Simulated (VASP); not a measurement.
Set up this calculation in VASP 6.6.1, as the native input.

- Task: single point
- Functional: r2SCAN
- Potentials or basis: VASP PAW PBE potentials, release 64 (Co, O)
- Cutoff: 520 eV
- k mesh: 12 × 12 × 4
- Occupations: gaussian, width 0.02 eV
- Spin: collinear spin, ferromagnetic start
- Starting moments: [2.93, 2.93, 2.93, 0.21, 0.21, 0.21] μB
- Hubbard terms: Co d U = 3.32 eV
- Dipole correction: no
- Further INCAR settings: ALGO = Normal; EDIFF = 1e-07; NBANDS = 36

Crystal: CoO.

```
Co O
1.0
     3.04602    0.00000    0.00000
    -1.52301    2.63793    0.00000
     0.00000    0.00000    7.34395
Co O
3 3
Cartesian
  0.0000 0.0000 0.0000
  1.5230 0.8793 2.4480
  0.0000 1.7586 4.8960
  0.0000 1.7586 1.2240
  0.0000 0.0000 3.6720
  1.5230 0.8793 6.1200
```

The input as run:

POSCAR

```
CoO
1.0
    3.0460151788      0.0000000000      0.0000000000
   -1.5230075894      2.6379265252      0.0000000000
    0.0000000000      0.0000000000      7.3439526177
Co O
3 3
Direct
    0.0000000000      0.0000000000      0.0000000000
    0.6666666667      0.3333333333      0.3333333333
    0.3333333333      0.6666666667      0.6666666667
    0.3333333333      0.6666666667      0.1666666667
    0.0000000000      0.0000000000      0.5000000000
    0.6666666667      0.3333333333      0.8333333333
```

INCAR.step1

```
PREC = Accurate ; ENCUT = 520
ISMEAR = 0 ; SIGMA = 0.02
LREAL = F ; LASPH = T
NELM = 150 ; ISPIN = 2
MAGMOM = 2.93 2.93 2.93 0.21 0.21 0.21 ; LMAXMIX = 4
LDAU = T ; LDAUTYPE = 2
LDAUL = 2 -1 ; LDAUU = 3.32 0
LDAUJ = 0 0 ; NBANDS = 36
GGA = PE ; ALGO = Normal
EDIFF = 1E-4 ; LWAVE = T
LCHARG = F
```

INCAR.step2

```
PREC = Accurate ; ENCUT = 520
EDIFF = 1E-7 ; ISMEAR = 0
SIGMA = 0.02 ; LREAL = F
LASPH = T ; NELM = 150
ALGO = Normal ; ISIF = 2
LWAVE = F ; LCHARG = T
ISPIN = 2 ; MAGMOM = 2.93 2.93 2.93 0.21 0.21 0.21
LORBIT = 11 ; LMAXMIX = 4
LDAU = T ; LDAUTYPE = 2
LDAUL = 2 -1 ; LDAUU = 3.32 0
LDAUJ = 0 0 ; LDAUPRINT = 1
METAGGA = R2SCAN ; LMIXTAU = T
LELF = T ; LVHAR = T
NBANDS = 36 ; ISTART = 1
```

KPOINTS

```
Automatic mesh
0
Gamma
  12 12 4
```

Potentials or basis: VASP PAW PBE potentials, release 64 (Co, O).

Command:

```console
$ cat potpaw_PBE.64/Co/POTCAR potpaw_PBE.64/O/POTCAR > POTCAR
$ cp INCAR.step1 INCAR
$ mpirun -np 1 vasp_std > vasp.out
$ cp INCAR.step2 INCAR
$ mpirun -np 1 vasp_std > vasp.out
```

It gave:

| Item | Value |
| --- | --- |
| Pressure | -8.5 GPa |
| Band gap on the k mesh | zero (filled and empty bands overlap) |
| Net moment | 9.00 μB per cell |
| Site moments | Co +2.79; O +0.22 μB |
| Valence electrons inside the program's atomic spheres | Co 7.75; O 5.04 |

Caveat: the cell stands under tension; the PAW data sets were made with another functional, which shifts forces and pressure a little.

Run time: 23 min on 1 thread of Intel Xeon 8259CL, with other jobs on the host, peak memory 0.33 GiB.
